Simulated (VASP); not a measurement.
# Zr2H3 (P-3m1) in VASP: notebook, part 3 of 3

VASP 6.6.1. The steps go on from the part before.

**4. Single point, PBE**

This run uses another cell than the first one: it holds 10 atoms, not 5.

INCAR

```
SYSTEM = Zr2H3
ALGO = Normal ; EDIFF = 1E-7
ENCUT = 520 ; GGA = PE
ISIF = 2 ; ISMEAR = 0
LASPH = .True. ; LCHARG = .False.
LREAL = .False. ; LWAVE = .False.
NBANDS = 38 ; NELM = 80
PREC = Accurate ; SIGMA = 0.2
```

KPOINTS

```
k-points
0
Gamma
  6 6 2
  0 0 0
```

POSCAR

```
Zr2H3
1.0
    3.6179036097      0.0000000000      0.0000000000
   -1.8089518049      3.1331964345      0.0000000000
    0.0000000000      0.0000000000     11.2180288449
Zr H
4 6
Direct
    0.3333333333      0.6666666667      0.3874868796
    0.3333333333      0.6666666667      0.8874868796
    0.6666666667      0.3333333333      0.1125131204
    0.6666666667      0.3333333333      0.6125131204
    0.5000000000      1.0000000000      0.2500000000
    0.5000000000      1.0000000000      0.7500000000
    1.0000000000      0.5000000000      0.2500000000
    1.0000000000      0.5000000000      0.7500000000
    0.5000000000      0.5000000000      0.2500000000
    0.5000000000      0.5000000000      0.7500000000
```

Potentials or basis: VASP PAW PBE potentials, release 64 (Zr_sv, H).

Run with:

```
cat potpaw_PBE.64/Zr_sv/POTCAR potpaw_PBE.64/H/POTCAR > POTCAR
mpirun -np 1 vasp_std > vasp.out
```

OUTCAR:

```text
SYSTEM = Zr2H3
   EDIFF = 1E-7
   ENCUT = 520
   GGA = PE
   ISIF = 2
   ISMEAR = 0
   LASPH = .True.
   LREAL = .False.
   NELM = 80
   PREC = Accurate

 ion  position               nearest neighbor table
   1  0.333  0.667  0.387-   7 1.86   5 1.86   9 1.86   4 3.28   4 3.28   4 3.28   3 3.73   3 3.73
                             3 3.73
   2  0.333  0.667  0.887-   8 1.86   6 1.86  10 1.86   3 3.28   3 3.28   3 3.28   4 3.73   4 3.73
                             4 3.73
   3  0.667  0.333  0.113-   7 1.86   5 1.86   9 1.86   2 3.28   2 3.28   2 3.28   1 3.73   1 3.73
                             1 3.73
   4  0.667  0.333  0.613-   8 1.86   6 1.86  10 1.86   1 3.28   1 3.28   1 3.28   2 3.73   2 3.73
                             2 3.73
   5  0.500  0.000  0.250-   1 1.86   3 1.86
   6  0.500  0.000  0.750-   2 1.86   4 1.86
   7  0.000  0.500  0.250-   1 1.86   3 1.86
   8  0.000  0.500  0.750-   2 1.86   4 1.86
   9  0.500  0.500  0.250-   1 1.86   3 1.86
  10  0.500  0.500  0.750-   2 1.86   4 1.86
[... 7 lines left out ...]
 A1 = (   3.6179036097,   0.0000000000,   0.0000000000)
 A2 = (  -1.8089518049,   3.1331964345,   0.0000000000)
 A3 = (   0.0000000000,   0.0000000000,  11.2180288449)

Analysis of symmetry for initial positions (statically):
=====================================================================
 Subroutine PRICEL returns following result:

  LATTYP: Found a hexagonal cell.
 ALAT       =     3.6179036097
 C/A-ratio  =     1.5503493259

  Lattice vectors:

 A1 = (   3.6179036097,   0.0000000000,   0.0000000000)
 A2 = (  -1.8089518049,   3.1331964345,   0.0000000000)
 A3 = (   0.0000000000,   0.0000000000,   5.6090144224)

   2 primitive cells build up your supercell.

 Routine SETGRP: Setting up the symmetry group for a
 hexagonal supercell.

 Subroutine GETGRP returns: Found 12 space group operations
 (whereof 12 operations were pure point group operations)
 out of a pool of 24 trial point group operations.

The static configuration has the point symmetry D_3d.

Analysis of symmetry for dynamics (positions and initial velocities):
=====================================================================
 Subroutine PRICEL returns following result:

  LATTYP: Found a hexagonal cell.
 ALAT       =     3.6179036097
 C/A-ratio  =     1.5503493259

  Lattice vectors:

 A1 = (   3.6179036097,   0.0000000000,   0.0000000000)
 A2 = (  -1.8089518049,   3.1331964345,   0.0000000000)
 A3 = (   0.0000000000,   0.0000000000,   5.6090144224)

   2 primitive cells build up your supercell.

 Routine SETGRP: Setting up the symmetry group for a
 hexagonal supercell.

 Subroutine GETGRP returns: Found 12 space group operations
 (whereof 12 operations were pure point group operations)
 out of a pool of 24 trial point group operations.

The dynamic configuration has the point symmetry D_3d.

 Subroutine INISYM returns: Found 12 space group operations
 (whereof 12 operations are pure point group operations),
 and found     2 'primitive' translations

----------------------------------------------------------------------------------------

                                     Primitive cell

  volume of cell :      63.5816

[... 63 lines left out ...]
  0.333333  0.166667  0.500000     12.000000
  0.333333  0.333333  0.500000      2.000000
   k-points           NKPTS =     14   k-points in BZ     NKDIM =     14   number of bands    NBANDS=     38
   number of dos      NEDOS =    301   number of ions     NIONS =     10
   total plane-waves  NPLWV =  65856
   dimension x,y,z NGX =    28 NGY =   28 NGZ =   84
   dimension x,y,z NGXF=    56 NGYF=   56 NGZF=  168
   ions per type =               4   6
   NGX,Y,Z   is equivalent  to a cutoff of  12.87, 12.87, 12.45 a.u.
   NGXF,Y,Z  is equivalent  to a cutoff of  25.73, 25.73, 24.90 a.u.
 SYSTEM =  Zr2H3
   PREC   = accura    normal or accurate (medium, high low for compatibility)
   ISTART =      0    job   : 0-new  1-cont  2-samecut
   ICHARG =      2    charge: 1-file 2-atom 10-const
   ISPIN  =      1    spin polarized calculation?
   LNONCOLLINEAR =      F non collinear calculations
   LSORBIT =      F    spin-orbit coupling
   LASPH  =      T    aspherical Exc in radial PAW
   ENCUT  =  520.0 eV  38.22 Ry    6.18 a.u.   6.73  6.73 20.86*2*pi/ulx,y,z
   NELM   =     80;   NELMIN=  2; NELMDL= -5     # of ELM steps
   EDIFF  = 0.1E-06   stopping-criterion for ELM
   LREAL  =      F    real-space projection
   EDIFFG = 0.1E-05   stopping-criterion for IOM
   NSW    =      0    number of steps for IOM
   IBRION =     -1    ionic relax: 0-MD 1-quasi-New 2-CG
   NFREE  =      0    steps in history (QN), initial steepest desc. (CG)
   ISIF   =      2    stress and relaxation
   ISYM   =      2    0-nonsym 1-usesym 2-fastsym
   POTIM  = 0.5000    time-step for ionic-motion
   TEBEG  =    0.0;   TEEND  =   0.0 temperature during run
   PSTRESS=    0.0 pullay stress
   NELECT =      54.0000    total number of electrons
   NUPDOWN=      -1.0000    fix difference up-down
   EMIN   =  10.00;   EMAX   =-10.00  energy-range for DOS
   EFERMI =   0.00;   METHOD = LEGACY
   ISMEAR =     0;   SIGMA  =   0.20  broadening in eV -4-tet -1-fermi 0-gaus
   EFERMI_NEDOS =   21; number of points for ismear=-14 and -15
   IALGO  =     38    algorithm
   IMIX   =      4    mixing-type and parameters
     AMIX     =   0.40;   BMIX     =  1.00
     AMIX_MAG =   1.60;   BMIX_MAG =  1.00
  volume/ion in A,a.u.               =      12.72        85.81
  Fermi-wavevector in a.u.,A,eV,Ry     =   1.230512  2.325330 20.601380  1.514159
  Thomas-Fermi vector in A             =   2.365357
   LORBIT       =      0    0 simple, 1 ext, 2 COOP (PROOUT), +10 PAW based schemes
   GGA     = PE    functional components
   LHFCALC =     F    Hartree Fock is set to
   AEXX    =    0.0000 exact exchange contribution
   IVDW    =     0    specifies the selected vdW correction
   LEPSILON=     F    determine dielectric tensor
   LRPA    =     F    only Hartree local field effects (RPA)
 non-spin polarized calculation
 Gauss-broadening in eV      SIGMA  =   0.20
  energy-cutoff  :      520.00
  volume of cell :      127.16
 maximum number of plane-waves:      3462
 NGX is ok and might be reduce to    28

 number of electron      54.0000002 magnetization

 Free energy of the ion-electron system (eV)
  ---------------------------------------------------
  ext. energy  EPLUGINS =         0.00000000
  ---------------------------------------------------
  free energy    TOTEN  =       -52.49233903 eV

  energy without entropy =      -52.36454606  energy(sigma->0) =      -52.42844255

 E-fermi :   5.9204     XC(G=0): -10.2694

 val. band max:        5.8978883982   @ k =   0.1667   0.1667   0.5000
 cond. band min:       5.9660750950   @ k =   0.3333  -0.0000   0.0000
 fundamental gap:      0.0681866968
 Fermi energy:         5.9204235044

 k-point     1 :       0.0000    0.0000    0.0000
  band No.  band energies     occupation
      1     -42.7306      2.00000
      2     -42.7144      2.00000
      3     -42.6795      2.00000
      4     -42.6631      2.00000
      5     -20.9886      2.00000
      6     -20.7657      2.00000
[... 563 lines left out ...]
     37      10.1289      0.00000
     38      10.1289      0.00000

------------------------ aborting loop because EDIFF is reached ----------------------------------------

  FORCE on cell =-STRESS in cart. coord.  units (eV):
  Direction    XX          YY          ZZ          XY          YZ          ZX
  --------------------------------------------------------------------------------------
  -------------------------------------------------------------------------------------
  Total       -0.0213265     -0.0213265     -0.2262368      0.0000000      0.0000000      0.0000000
  in kB       -0.2687005     -0.2687005     -2.8504445      0.0000000      0.0000000      0.0000000
  external PRESSURE =      -1.1292819 kB  Pullay stress =       0.0000000 kB

 VOLUME and BASIS-vectors are now :
 -----------------------------------------------------------------------------
  energy-cutoff  :      520.00
  volume of cell :      127.16
      direct lattice vectors                 reciprocal lattice vectors
     3.617903610  0.000000000  0.000000000     0.276403163  0.159581440  0.000000000
    -1.808951805  3.133196434  0.000000000     0.000000000  0.319162881  0.000000000
     0.000000000  0.000000000 11.218028845     0.000000000  0.000000000  0.089142220

 POSITION                                       TOTAL-FORCE (eV/Angst)
 -----------------------------------------------------------------------------------
     -0.00000      2.08880      4.34684        -0.000000      0.000000     -0.030983
     -0.00000      2.08880      9.95585        -0.000000      0.000000     -0.030983
      1.80895      1.04440      1.26218         0.000000     -0.000000      0.030983
      1.80895      1.04440      6.87119         0.000000     -0.000000      0.030983
      1.80895      0.00000      2.80451         0.000000     -0.000000     -0.000000
      1.80895      0.00000      8.41352         0.000000     -0.000000     -0.000000
     -0.90448      1.56660      2.80451         0.000000     -0.000000     -0.000000
     -0.90448      1.56660      8.41352         0.000000     -0.000000     -0.000000
      0.90448      1.56660      2.80451         0.000000     -0.000000     -0.000000
      0.90448      1.56660      8.41352         0.000000     -0.000000     -0.000000
 -----------------------------------------------------------------------------------
    total drift:                                0.000000     -0.000000      0.000000

  FREE ENERGIE OF THE ION-ELECTRON SYSTEM (eV)
  ---------------------------------------------------
  free  energy   TOTEN  =       -52.4923390321 eV

  energy  without entropy=      -52.3645460629  energy(sigma->0) =      -52.42844255
```

Run time: 1.9 min. Hardware: 1 thread of Intel Xeon Platinum 8375C at 2.90GHz (Ice Lake), shared host; peak memory 0.26 GiB.

Results:

* Free energy: -52.4923 eV
* Pressure: -0.1 GPa
* Largest force: 0.031 eV/Å
* Band gap on the k mesh: zero (bands 27 and 28 overlap by 1.37 eV)

Forces in eV/Å, atoms in the order of the input:
```
Zr   0.000  0.000 -0.031
Zr   0.000  0.000 -0.031
Zr   0.000  0.000  0.031
Zr   0.000  0.000  0.031
H    0.000  0.000  0.000
H    0.000  0.000  0.000
H    0.000  0.000  0.000
H    0.000  0.000  0.000
H    0.000  0.000  0.000
H    0.000  0.000  0.000
```

**5. Relaxation of cell and atoms, PBE**

INCAR

```
SYSTEM = Zr2H3
PREC = Accurate
ENCUT = 600
EDIFF = 1E-6
ISMEAR = 0
SIGMA = 0.1
LREAL = .FALSE.
LASPH = .TRUE.
NELM = 60
ALGO = Normal
ISIF = 3
LWAVE = .FALSE.
LCHARG = .FALSE.
GGA = PE
IBRION = 2
NSW = 90
EDIFFG = -0.04
```

KPOINTS

```
Automatic mesh
0
G
  6 6 4
  0 0 0
```

POSCAR

```
Zr2H3
1.0
    3.3741957700      0.0000000000      0.0000000000
   -1.6870978800      2.9221392500      0.0000000000
    0.0000000000      0.0000000000      6.2507765900
Zr H
2 3
Direct
    0.3333333300      0.6666666700      0.7658307500
    0.6666666700      0.3333333300      0.2341692500
    0.5000000000      0.0000000000      0.5000000000
    0.0000000000      0.5000000000      0.5000000000
    0.5000000000      0.5000000000      0.5000000000
```

Run with:

```
cat potpaw_PBE.64/Zr_sv/POTCAR potpaw_PBE.64/H/POTCAR > POTCAR
mpirun -np 1 vasp_std > vasp.out
```

Run time: 3.4 min. Hardware: 1 thread of Intel Xeon Platinum 8375C at 2.90GHz (Ice Lake), shared host; peak memory 0.21 GiB.

The run converged. Its results:

- Free energy: -26.2191 eV
- Relaxed volume: 12.72 Å³/atom
- Relaxed cell: a = 3.615 Å, b = 3.615 Å, c = 5.617 Å, α = 90.00°, β = 90.00°, γ = 120.00°
- Space group after relaxing (to 0.1 Å): P-3m1 (No. 164)
- Energy gained by relaxing: 123.4 meV/atom
- Ionic steps: 7
- Pressure after relaxing: -0.1 GPa
- Largest force after relaxing: 0.007 eV/Å
- Band gap on the k mesh: zero (an odd number of electrons rules out a gap without spin polarisation)

Forces in eV/Å, atoms in the order of the input:
```
Zr   0.000  0.000 -0.007
Zr   0.000  0.000  0.007
H    0.000  0.000  0.000
H    0.000  0.000  0.000
H    0.000  0.000  0.000
```

Stress tensor (GPa, compression positive):
```
 0.04  0.00  0.00
 0.00  0.04  0.00
 0.00  0.00 -0.45
```

Step by step:
```csv
step,energy change (eV),largest force (eV/Å),pressure (GPa),volume (Å³)
1,0.0000,0.3587,-1.78,61.63
2,-0.4199,1.0920,4.34,60.23
3,-0.4280,1.3624,5.48,60.00
4,-0.6132,0.2576,0.78,63.08
5,-0.6165,0.0577,0.20,63.58
6,-0.6165,0.0868,0.28,63.51
7,-0.6169,0.0066,-0.12,63.58
```

Final structure:
```
Zr H
1.0
     3.61527    0.00000    0.00000
    -1.80764    3.13092    0.00000
     0.00000    0.00000    5.61687
Zr H
2 3
Direct
  0.33333 0.66667 0.77480
  0.66667 0.33333 0.22520
  0.50000 0.00000 0.50000
  0.00000 0.50000 0.50000
  0.50000 0.50000 0.50000
```

Levels at points of the mesh, in eV from the Fermi level:
| k point | band 9 | band 10 | band 11 | band 12 | band 13 | band 14 | band 15 | band 16 | band 17 |
| --- | --- | --- | --- | --- | --- | --- | --- | --- | --- |
| (0.00, 0.00, 0.00) | -7.89 | -1.96 | -1.80 | -1.20 | -1.20 | 1.05 | 1.05 | 1.49 | 2.02 |
| (0.50, 0.00, 0.00) | -5.72 | -4.52 | -1.91 | -1.33 | -0.66 | -0.37 | 1.75 | 3.35 | 3.84 |
| (0.00, 0.00, 0.50) | -7.41 | -3.33 | -1.31 | -1.31 | -1.13 | 0.95 | 0.95 | 1.16 | 2.27 |
| (0.50, 0.00, 0.50) | -5.71 | -4.64 | -1.49 | -1.12 | -0.61 | -0.14 | 1.41 | 1.55 | 3.51 |

**6. Overview**

| task | cell | k mesh | cutoff (eV) | smearing | gap on the mesh (eV) | pressure (GPa) | largest force (eV/Å) |
| --- | --- | --- | --- | --- | --- | --- | --- |
| single point | a = 3.374, b = 3.374, c = 6.251 Å, angles 90.0, 90.0, 120.0°, 5 atoms, atomic positions A | 6 × 6 × 4 | 520 | gaussian 0.1 eV | none | -1.8 | 0.36 |
| single point | a = 3.617, b = 3.617, c = 5.606 Å, angles 90.0, 90.0, 120.0°, 5 atoms, atomic positions B | 6 × 6 × 4 | 520 | gaussian 0.1 eV | none | 0.0 | 0.01 |
| single point | a = 3.618, b = 3.618, c = 11.218 Å, angles 90.0, 90.0, 120.0°, 10 atoms, atomic positions C | 6 × 6 × 2 | 520 | gaussian 0.2 eV | none | -0.1 | 0.03 |
| relaxation of cell and atoms | relaxed from a = 3.374, b = 3.374, c = 6.251 Å, angles 90.0, 90.0, 120.0°, 5 atoms, atomic positions A | 6 × 6 × 4 | 600 | gaussian 0.1 eV | none | -0.1 | 0.01 |

Alike in all rows: level PBE; potentials or basis VASP PAW PBE potentials, release 64 (Zr_sv, H); no spin polarisation.

Absolute energies hang on the potentials; compare differences alone.
